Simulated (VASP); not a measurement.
# La (P6_3/mmc) in VASP: single point with r2SCAN

Aim: the single point of La with r2SCAN.

All numbers are computed with VASP 6.6.1; they aren't measurements. Logs are shortened: lines on timing, memory, paths and dates and some standing lists are left out, and cuts for length are marked.

## 1. The cell of the first run

Symmetry: P6_3/mmc, No. 194, hexagonal system. The conventional cell has a = 3.783 Å, b = 3.783 Å, c = 12.039 Å, α = 90.00°, β = 90.00°, γ = 120.00°. Within 4.9 Å of La (site symmetry -3m) lie 12 La at 3.72 to 3.78 Å. La (site symmetry -6m2) has 12 La at 3.72 to 3.78 Å within 4.9 Å.

## 2. Single point, r2SCAN

Contents of POSCAR:

```
La
1.0
    3.7825490782      0.0000000000      0.0000000000
   -1.8912745391      3.2757835928      0.0000000000
    0.0000000000      0.0000000000     12.0386485951
La
4
Direct
    0.0000000000      0.0000000000      0.0000000000
    0.0000000000      0.0000000000      0.5000000000
    0.3333333333      0.6666666667      0.2500000000
    0.6666666667      0.3333333333      0.7500000000
```

Contents of INCAR.step1:

```
SYSTEM = La
PREC     = Accurate       ! precision mode
ENCUT    = 520            ! plane-wave cutoff, eV
ISMEAR   = 0              ! smearing method
SIGMA    = 0.1            ! smearing width, eV
LREAL    = .FALSE.        ! projectors in reciprocal space
LASPH    = .TRUE.         ! aspherical terms in the spheres
NELM     = 60             ! most SCF steps
NBANDS   = 30             ! bands
GGA      = PE             ! functional
ALGO     = Normal         ! electronic algorithm
EDIFF    = 1E-4           ! SCF threshold, eV
LWAVE    = .TRUE.         ! write WAVECAR
LCHARG   = .FALSE.        ! write CHGCAR
```

Contents of INCAR.step2:

```
SYSTEM = La
PREC     = Accurate       ! precision mode
ENCUT    = 520            ! plane-wave cutoff, eV
EDIFF    = 1E-6           ! SCF threshold, eV
ISMEAR   = 0              ! smearing method
SIGMA    = 0.1            ! smearing width, eV
LREAL    = .FALSE.        ! projectors in reciprocal space
LASPH    = .TRUE.         ! aspherical terms in the spheres
NELM     = 60             ! most SCF steps
ALGO     = Normal         ! electronic algorithm
ISIF     = 2              ! what is computed and relaxed
LWAVE    = .FALSE.        ! write WAVECAR
LCHARG   = .TRUE.         ! write CHGCAR
METAGGA  = R2SCAN         ! meta-GGA
LMIXTAU  = .TRUE.       
LELF     = .TRUE.         ! ELF
LVHAR    = .TRUE.       
NBANDS   = 30             ! bands
ISTART   = 1
```

Contents of KPOINTS:

```
regular mesh
0
G
  9 9 3
  0 0 0
```

Potentials or basis: VASP PAW PBE potentials, release 64 (La).

The run is started by

```console
$ cat potpaw_PBE.64/La/POTCAR > POTCAR
$ cp INCAR.step1 INCAR
$ mpirun -np 1 vasp_std > vasp.out
$ cp INCAR.step2 INCAR
$ mpirun -np 1 vasp_std > vasp.out
```

OUTCAR:

```text
SYSTEM = La
   PREC = Accurate
   ENCUT = 520
   EDIFF = 1E-6
   ISMEAR = 0
   LREAL = .FALSE.
   LASPH = .TRUE.
   NELM = 60
   ISIF = 2
   METAGGA = R2SCAN
   ISTART = 1

 ion  position               nearest neighbor table
   1  0.000  0.000  0.000-
   2  0.000  0.000  0.500-
   3  0.333  0.667  0.250-
   4  0.667  0.333  0.750-

  LATTYP: Found a hexagonal cell.
 ALAT       =     3.7825490782
 C/A-ratio  =     3.1826813998

  Lattice vectors:

 A1 = (   3.7825490782,   0.0000000000,   0.0000000000)
 A2 = (  -1.8912745391,   3.2757835928,   0.0000000000)
 A3 = (   0.0000000000,   0.0000000000,  12.0386485951)

Analysis of symmetry for initial positions (statically):
=====================================================================
 Subroutine PRICEL returns:
 Original cell was already a primitive cell.

 Routine SETGRP: Setting up the symmetry group for a
 hexagonal supercell.

 Subroutine GETGRP returns: Found 24 space group operations
 (whereof 12 operations were pure point group operations)
 out of a pool of 24 trial point group operations.

The static configuration has the point symmetry D_3d.
 The point group associated with its full space group is D_6h.

Analysis of symmetry for dynamics (positions and initial velocities):
=====================================================================
 Subroutine PRICEL returns:
 Original cell was already a primitive cell.

 Routine SETGRP: Setting up the symmetry group for a
 hexagonal supercell.

 Subroutine GETGRP returns: Found 24 space group operations
 (whereof 12 operations were pure point group operations)
 out of a pool of 24 trial point group operations.

The dynamic configuration has the point symmetry D_3d.
 The point group associated with its full space group is D_6h.

 Subroutine INISYM returns: Found 24 space group operations
 (whereof 12 operations are pure point group operations),
 and found     1 'primitive' translations

----------------------------------------------------------------------------------------

                                     Primitive cell

  volume of cell :     149.1686

  direct lattice vectors                    reciprocal lattice vectors
     3.782549078  0.000000000  0.000000000     0.264371983  0.152635235  0.000000000
    -1.891274539  3.275783593  0.000000000     0.000000000  0.305270471  0.000000000
     0.000000000  0.000000000 12.038648595     0.000000000  0.000000000  0.083065802

  length of vectors
     3.782549078  3.782549078 12.038648595     0.305270471  0.305270471  0.083065802

  position of ions in fractional coordinates (direct lattice)
     0.000000000  0.000000000  0.000000000
     0.000000000  0.000000000  0.500000000
     0.333333333  0.666666667  0.250000000
     0.666666667  0.333333333  0.750000000

  ion indices of the primitive-cell ions
   primitive index   ion index
                 1           1
                 2           2
                 3           3
                 4           4

----------------------------------------------------------------------------------------

 KPOINTS: regular mesh

Automatic generation of k-mesh.
 Grid dimensions read from file:
 generate k-points for:    9    9    3

 Generating k-lattice:

  Cartesian coordinates                     Fractional coordinates (reciprocal lattice)
     0.029374665  0.016959471  0.000000000     0.111111111  0.000000000  0.000000000
     0.000000000  0.033918941  0.000000000     0.000000000  0.111111111  0.000000000
     0.000000000  0.000000000  0.027688601     0.000000000  0.000000000  0.333333333

  Length of vectors
     0.033918941  0.033918941  0.027688601

  Shift w.r.t. Gamma in fractional coordinates (k-lattice)
     0.000000000  0.000000000  0.000000000

 Subroutine IBZKPT returns following result:
 ===========================================

 Found     24 irreducible k-points:

 Following reciprocal coordinates:
            Coordinates               Weight
  0.000000  0.000000  0.000000      1.000000
  0.111111  0.000000  0.000000      6.000000
  0.222222  0.000000  0.000000      6.000000
  0.333333  0.000000  0.000000      6.000000
  0.444444  0.000000  0.000000      6.000000
  0.111111  0.111111  0.000000      6.000000
[... 16 lines left out ...]
  0.333333  0.222222  0.333333     24.000000
  0.333333  0.333333  0.333333      4.000000
   k-points           NKPTS =     24   k-points in BZ     NKDIM =     24   number of bands    NBANDS=     30
   number of dos      NEDOS =    301   number of ions     NIONS =      4
   total plane-waves  NPLWV =  70560
   dimension x,y,z NGX =    28 NGY =   28 NGZ =   90
   dimension x,y,z NGXF=    56 NGYF=   56 NGZF=  180
   ions per type =               4
   NGX,Y,Z   is equivalent  to a cutoff of  12.31, 12.31, 12.43 a.u.
   NGXF,Y,Z  is equivalent  to a cutoff of  24.61, 24.61, 24.86 a.u.
 SYSTEM =  La
   PREC   = accura    normal or accurate (medium, high low for compatibility)
   ISTART =      1    job   : 0-new  1-cont  2-samecut
   ICHARG =      0    charge: 1-file 2-atom 10-const
   ISPIN  =      1    spin polarized calculation?
   LNONCOLLINEAR =      F non collinear calculations
   LSORBIT =      F    spin-orbit coupling
   LASPH  =      T    aspherical Exc in radial PAW
   ENCUT  =  520.0 eV  38.22 Ry    6.18 a.u.   7.03  7.03 22.38*2*pi/ulx,y,z
   NELM   =     60;   NELMIN=  2; NELMDL=  0     # of ELM steps
   EDIFF  = 0.1E-05   stopping-criterion for ELM
   LREAL  =      F    real-space projection
   EDIFFG = 0.1E-04   stopping-criterion for IOM
   NSW    =      0    number of steps for IOM
   IBRION =     -1    ionic relax: 0-MD 1-quasi-New 2-CG
   NFREE  =      0    steps in history (QN), initial steepest desc. (CG)
   ISIF   =      2    stress and relaxation
   ISYM   =      2    0-nonsym 1-usesym 2-fastsym
   POTIM  = 0.5000    time-step for ionic-motion
   TEBEG  =    0.0;   TEEND  =   0.0 temperature during run
   PSTRESS=    0.0 pullay stress
   NELECT =      44.0000    total number of electrons
   NUPDOWN=      -1.0000    fix difference up-down
   EMIN   =  10.00;   EMAX   =-10.00  energy-range for DOS
   EFERMI =   0.00;   METHOD = LEGACY
   ISMEAR =     0;   SIGMA  =   0.10  broadening in eV -4-tet -1-fermi 0-gaus
   EFERMI_NEDOS =   21; number of points for ismear=-14 and -15
   IALGO  =     38    algorithm
   IMIX   =      4    mixing-type and parameters
     AMIX     =   0.40;   BMIX     =  1.00
     AMIX_MAG =   1.60;   BMIX_MAG =  1.00
  volume/ion in A,a.u.               =      37.29       251.66
  Fermi-wavevector in a.u.,A,eV,Ry     =   1.089766  2.059359 16.158139  1.187590
  Thomas-Fermi vector in A             =   2.225976
   LORBIT       =      0    0 simple, 1 ext, 2 COOP (PROOUT), +10 PAW based schemes
   METAGGA = R2SCAN    functional components
   LHFCALC =     F    Hartree Fock is set to
   AEXX    =    0.0000 exact exchange contribution
   IVDW    =     0    specifies the selected vdW correction
   LEPSILON=     F    determine dielectric tensor
   LRPA    =     F    only Hartree local field effects (RPA)
 non-spin polarized calculation
 Gauss-broadening in eV      SIGMA  =   0.10
  energy-cutoff  :      520.00
  volume of cell :      149.17
 maximum number of plane-waves:      4065
   NGX = 15   NGY = 15   NGZ = 45

 number of electron      43.9999997 magnetization

 Free energy of the ion-electron system (eV)
  ---------------------------------------------------
  ext. energy  EPLUGINS =         0.00000000
  ---------------------------------------------------
  free energy    TOTEN  =      -118.97645620 eV

  energy without entropy =     -118.94611295  energy(sigma->0) =     -118.96128458

 E-fermi :   7.9475     XC(G=0): -10.1976

 val. band max:        7.9342178058   @ k =   0.1111   0.1111   0.3333
 cond. band min:       7.9548937164   @ k =   0.3333   0.3333   0.3333
 fundamental gap:      0.0206759107
 Fermi energy:         7.9475047852

 k-point     1 :       0.0000    0.0000    0.0000
  band No.  band energies     occupation
      1     -26.1524      2.00000
      2     -26.0552      2.00000
      3     -26.0208      2.00000
      4     -25.9195      2.00000
      5     -10.1260      2.00000
      6      -9.4373      2.00000
[... 22 lines left out ...]
     29       9.5775      0.00000
     30       9.5957      0.00000

 k-point     2 :       0.1111    0.0000    0.0000
  band No.  band energies     occupation
      1     -26.1321      2.00000
      2     -26.0405      2.00000
      3     -26.0061      2.00000
      4     -25.9109      2.00000
      5     -10.0726      2.00000
      6      -9.4590      2.00000
[... 22 lines left out ...]
     29       9.6847      0.00000
     30       9.7181      0.00000

 k-point     3 :       0.2222    0.0000    0.0000
  band No.  band energies     occupation
      1     -26.0784      2.00000
      2     -26.0030      2.00000
      3     -25.9687      2.00000
      4     -25.8909      2.00000
      5      -9.9270      2.00000
      6      -9.5836      2.00000
[... 22 lines left out ...]
     29       9.5612      0.00000
     30       9.7636      0.00000

 k-point     4 :       0.3333    0.0000    0.0000
  band No.  band energies     occupation
      1     -26.0113      2.00000
      2     -25.9599      2.00000
      3     -25.9256      2.00000
      4     -25.8731      2.00000
      5      -9.8654      2.00000
      6      -9.8363      2.00000
[... 22 lines left out ...]
     29       9.5614      0.00000
     30       9.7910      0.00000

 k-point     5 :       0.4444    0.0000    0.0000
  band No.  band energies     occupation
      1     -25.9598      2.00000
      2     -25.9313      2.00000
      3     -25.8972      2.00000
      4     -25.8683      2.00000
      5     -10.0282      2.00000
      6     -10.0221      2.00000
[... 22 lines left out ...]
     29       9.9111      0.00000
     30       9.9389      0.00000
[... 526 lines left out ...]
     29       9.8524      0.00000
     30       9.9228      0.00000

 k-point    22 :       0.2222    0.2222    0.3333
  band No.  band energies     occupation
      1     -25.9718      2.00000
      2     -25.9548      2.00000
      3     -25.8923      2.00000
      4     -25.8750      2.00000
      5      -9.8291      2.00000
      6      -9.7605      2.00000
[... 22 lines left out ...]
     29       9.5616      0.00000
     30       9.5927      0.00000

 k-point    23 :       0.3333    0.2222    0.3333
  band No.  band energies     occupation
      1     -25.9303      2.00000
      2     -25.9233      2.00000
      3     -25.8801      2.00000
      4     -25.8732      2.00000
      5      -9.8640      2.00000
      6      -9.8600      2.00000
[... 22 lines left out ...]
     29       9.6696      0.00000
     30       9.7529      0.00000

 k-point    24 :       0.3333    0.3333    0.3333
  band No.  band energies     occupation
      1     -25.9114      2.00000
      2     -25.9113      2.00000
      3     -25.8770      2.00000
      4     -25.8770      2.00000
      5      -9.7734      2.00000
      6      -9.7734      2.00000
[... 22 lines left out ...]
     29       9.7918      0.00000
     30       9.8262      0.00000

------------------------ aborting loop because EDIFF is reached ----------------------------------------

  FORCE on cell =-STRESS in cart. coord.  units (eV):
  Direction    XX          YY          ZZ          XY          YZ          ZX
  --------------------------------------------------------------------------------------
  -------------------------------------------------------------------------------------
  Total        0.0995851      0.0995851      0.0386723      0.0000000      0.0000000      0.0000000
  in kB        1.0696152      1.0696152      0.4153676      0.0000000      0.0000000      0.0000000
  external PRESSURE =       0.8515327 kB  Pullay stress =       0.0000000 kB

 VOLUME and BASIS-vectors are now :
 -----------------------------------------------------------------------------
  energy-cutoff  :      520.00
  volume of cell :      149.17
      direct lattice vectors                 reciprocal lattice vectors
     3.782549078  0.000000000  0.000000000     0.264371983  0.152635235  0.000000000
    -1.891274539  3.275783593  0.000000000     0.000000000  0.305270471  0.000000000
     0.000000000  0.000000000 12.038648595     0.000000000  0.000000000  0.083065802

 POSITION                                       TOTAL-FORCE (eV/Angst)
 -----------------------------------------------------------------------------------
      0.00000      0.00000      0.00000        -0.000000      0.000000     -0.000000
      0.00000      0.00000      6.01932         0.000000      0.000000     -0.000000
     -0.00000      2.18386      3.00966        -0.000000     -0.000000     -0.000000
      1.89127      1.09193      9.02899         0.000000      0.000000      0.000000
 -----------------------------------------------------------------------------------
    total drift:                                0.000000      0.000000      0.000000

  FREE ENERGIE OF THE ION-ELECTRON SYSTEM (eV)
  ---------------------------------------------------
  free  energy   TOTEN  =      -118.9764562021 eV

  energy  without entropy=     -118.9461129489  energy(sigma->0) =     -118.96128458
```

Wall time 11 min (1 thread of Intel Xeon Platinum 8259CL at 2.50GHz (Skylake/Cascade Lake), shared host); peak memory 0.33 GiB.

Results:

| Item | Value |
| --- | --- |
| Free energy | -118.9765 eV |
| Pressure | 0.1 GPa |
| Band gap on the k mesh | zero (bands 22 and 23 overlap by 1.24 eV) |

Caveat: the PAW data sets were made with another functional, which shifts forces and pressure a little; spin-orbit coupling is left out, which moves the levels of the heavy elements.
